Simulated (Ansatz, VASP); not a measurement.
MgTl: VASP beside Ansatz

The input INCAR:

```
SYSTEM = MgTl
PREC = Accurate
ENCUT = 520
EDIFF = 1E-6
ISMEAR = -1
SIGMA = 0.05
LREAL = .False.
LASPH = .True.
NELM = 100
ALGO = Normal
ISIF = 2
LWAVE = .False.
LCHARG = .False.
NBANDS = 14
```

File KPOINTS:

```
regular mesh
0
Gamma
  9 9 9
  0 0 0
```

File POSCAR:

```
MgTl
1.0
    3.6590735492      0.0000000000      0.0000000000
    0.0000000000      3.6590735492      0.0000000000
    0.0000000000      0.0000000000      3.6590735492
Mg Tl
1 1
Direct
    0.0000000000      0.0000000000      0.0000000000
    0.5000000000      0.5000000000      0.5000000000
```

Input for Ansatz:

```yaml
crystal:
  lattice:
    - [3.6590735492, 0.0, 0.0]
    - [0.0, 3.6590735492, 0.0]
    - [0.0, 0.0, 3.6590735492]
  atoms:
    - { symbol: Mg, position: [0.0, 0.0, 0.0] }
    - { symbol: Tl, position: [0.5, 0.5, 0.5] }
kpoints:
  mp_grid: { grid: [9, 9, 9] }
  band_path:
    path:
      - [0.0, 0.0, 0.0]
      - [0.0, 0.5, 0.0]
      - [0.5, 0.5, 0.0]
      - [0.0, 0.0, 0.0]
      - [0.5, 0.5, 0.5]
      - [0.0, 0.5, 0.0]
      - [0.5, 0.5, 0.5]
      - [0.5, 0.5, 0.0]
    npoints: 5
scf:
  occupations: { method: fermi_dirac, width: 0.05 }
hamiltonian:
  xc: lda
  pseudopotentials: { kind: all_electron, lapw: { basis_error: 0.0005 } }
output:
  forces: true
  stress: true
  eigenvalues: true
```

Change from the starting cell: volume scaled by 1.02.

Alike in both runs: task single point; functional LDA; k mesh 9 × 9 × 9; occupations fermi-dirac, width 0.05 eV; no spin polarisation.

|  | VASP | Ansatz |
| --- | --- | --- |
| version | VASP 6.6.1 | Ansatz 0.2.0 |
| potentials or method | VASP PAW LDA potentials, release 64 (Mg, Tl_d), cutoff 520 eV | all-electron LAPW, scalar-relativistic |

|  | VASP | Ansatz | Ansatz less VASP |
| --- | --- | --- | --- |
| pressure (GPa) | -3.3 | -3.1 | +0.29 |

LDA's correlation is that of Perdew and Zunger in VASP and of Perdew and Wang (1992) in Ansatz. Ansatz ran all-electron here, and VASP with PAW potentials.

Neither program's run includes spin-orbit coupling.
